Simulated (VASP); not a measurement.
Input of a VASP 6.6.1 run:

File INCAR:

```
PREC = Accurate
ENCUT = 520
EDIFF = 1E-7
ISMEAR = -1
SIGMA = 0.05
LREAL = False
LASPH = True
NELM = 60
ALGO = Normal
ISIF = 2
LWAVE = False
LCHARG = False
GGA = PE
IVDW = 12
NBANDS = 35
```

Contents of KPOINTS:

```
Automatic mesh
0
Gamma
  10 10 3
```

Contents of POSCAR:

```
MoS2
1.0
    3.1899873666      0.0000000000      0.0000000000
   -1.5949936833      2.7626100972      0.0000000000
    0.0000000000      0.0000000000     12.4056182726
Mo S
2 4
Direct
    0.6666666667      0.3333333333      0.7500000000
    0.3333333333      0.6666666667      0.2500000000
    0.6666666667      0.3333333333      0.3770000000
    0.3333333333      0.6666666667      0.8770000000
    0.6666666667      0.3333333333      0.1230000000
    0.3333333333      0.6666666667      0.6230000000
```

Potentials or basis: VASP PAW PBE potentials, release 64 (Mo_sv, S).

Run with:

```console
$ cat potpaw_PBE.64/Mo_sv/POTCAR potpaw_PBE.64/S/POTCAR > POTCAR
$ mpirun -np 1 vasp_std > vasp.out
```

Q: What does it give for the largest force?

A: 0.378 eV/Å.

Q: Predict the dispersion energy per atom.

A: -0.415 eV.

Q: Predict the pressure.

A: -4.8 GPa.

Forces on the atoms (eV/Å):
```
Mo   0.000  0.000  0.000
Mo   0.000  0.000  0.000
S    0.000  0.000 -0.378
S    0.000  0.000 -0.378
S    0.000  0.000  0.378
S    0.000  0.000  0.378
```
